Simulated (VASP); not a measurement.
Wanted: the native input for a VASP 6.6.1 run.

| Quantity | Value |
| --- | --- |
| Task | single point |
| Functional | PBE |
| Potentials or basis | VASP PAW PBE potentials, release 64 (Sr_sv, O) |
| Cutoff | 600 eV |
| k mesh | 6 × 6 × 6 |
| Occupations | gaussian, width 0.05 eV |
| Spin | no spin polarisation |
| Dipole correction | no |
| Further INCAR settings | ALGO = Normal; EDIFF = 1e-06; NBANDS = 15 |

The structure of SrO lies in POSCAR:

```
SrO
1.0
    0.0000000000      2.5149740000      2.6721157851
    2.5149740000      0.0000000000      2.6721157851
    2.5149740000      2.5149740000      0.0000000000
Sr O
1 1
Direct
    0.5000000000      0.5000000000      0.5000000000
    0.0000000000      0.0000000000      0.0000000000
```

The input as run:

INCAR

```
ALGO     = Normal         # electronic algorithm
EDIFF    = 1E-6           # SCF threshold, eV
ENCUT    = 600            # plane-wave cutoff, eV
GGA      = PE             # functional
GGA_COMPAT= F            
ISIF     = 2              # what is computed and relaxed
ISMEAR   = 0              # smearing method
LASPH    = T              # aspherical terms in the spheres
LCHARG   = F              # write CHGCAR
LREAL    = F              # projectors in reciprocal space
LWAVE    = F              # write WAVECAR
NBANDS   = 15             # bands
NELM     = 120            # most SCF steps
PREC     = Accurate       # precision mode
SIGMA    = 0.05           # smearing width, eV
```

KPOINTS

```
k-points
0
Gamma
  6 6 6
```

Potentials or basis: VASP PAW PBE potentials, release 64 (Sr_sv, O).

Command:

```bash
$ cat potpaw_PBE.64/Sr_sv/POTCAR potpaw_PBE.64/O/POTCAR > POTCAR
$ mpirun -np 1 vasp_std > vasp.out
```

It gave:

```
Pressure               : 4.6 GPa
Band gap on the k mesh : 3.14 eV, indirect (least direct gap 3.20 eV)
```

It took 30 s on 1 thread of Intel Xeon 8259CL (shared host), peak memory 0.17 GiB.
